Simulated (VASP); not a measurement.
**Be: single point with PBE**

Be:

```xyz
1
Lattice="-1.2477 1.2477 1.2477 1.2477 -1.2477 1.2477 1.2477 1.2477 -1.2477" Properties=species:S:1:pos:R:3 pbc="T T T"
Be    0.0000    0.0000    0.0000
```

This cell differs from its parent crystal: strained.

```yaml
Program: VASP 6.6.1
Task: single point
Functional: PBE
Potentials_or_basis: VASP PAW PBE potentials, release 64 (Be)
Cutoff: 520 eV
k_mesh: 24 × 24 × 24
Occupations: gaussian, width 0.1 eV
Spin: no spin polarisation
Dipole_correction: no
Further_INCAR_settings: ALGO = Normal; EDIFF = 1e-06; NBANDS = 7
```

```json
{
  "Pressure": "0.9 GPa",
  "Band gap on the k mesh": "zero (bands 1 and 2 overlap by 5.38 eV)"
}
```

Levels at points of the mesh, in eV from the Fermi level:
```tsv
k point	band 1	band 2	band 3	band 4	band 5
(0.00, 0.00, 0.00)	-12.43	19.44	19.44	19.44	30.84
(0.50, 0.00, 0.00)	-5.38	0.30	12.26	15.48	20.43
(0.50, 0.50, 0.50)	3.89	3.89	3.89	9.76	9.76
```

It took 12 s on 1 thread of Intel Xeon 8259CL, with other jobs on the host, peak memory 0.13 GiB.

Caveat: the cell differs from its parent crystal (strained).
